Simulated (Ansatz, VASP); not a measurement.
## TaAs3: VASP beside Ansatz

```
Ta As
1.0
     6.00089    0.00000    0.00000
    -3.00045    5.19692    0.00000
     0.00000    0.00000    4.81634
Ta As
2 6
Cartesian
  0.0000 3.4646 1.2041
  3.0004 1.7323 3.6123
  3.0004 3.2646 1.2041
  -1.3270 4.2308 3.6123
  1.6734 0.9662 1.2041
  0.0000 1.9323 3.6123
  4.3274 0.9662 1.2041
  1.3270 4.2308 3.6123
```

Alike in both runs: functional PBE; k mesh 6 × 6 × 8; occupations gaussian, width 0.1 eV; no spin polarisation.

Ansatz relaxed the structure, and its values are those at the end. VASP's run is a single point on that final structure, the one shown.

|  | VASP | Ansatz |
| --- | --- | --- |
| version | VASP 6.6.1 | Ansatz 0.2.0 |
| potentials or method | VASP PAW PBE potentials, release 64 (Ta_pv, As), cutoff 520 eV | scalar-relativistic, plane waves, PAW |
| valence electrons in the cell | 52 | 116 |

```tsv
	VASP	Ansatz	Ansatz less VASP
gap on the k mesh at the Fermi level (eV)	none	none	-
pressure (GPa)	0.3	0.0	-0.25
rms of the force components (eV/Å)	0.018	0.000	-0.0179
```

A gap of «none» marks a metal or a gap that the smearing closes. The functional is the same, so the differences come from potentials, cutoffs and numerics. VASP's potentials hold 52 valence electrons a cell and Ansatz's 116, so a difference there can come from the potentials and not from the codes.

Neither program's run includes spin-orbit coupling.
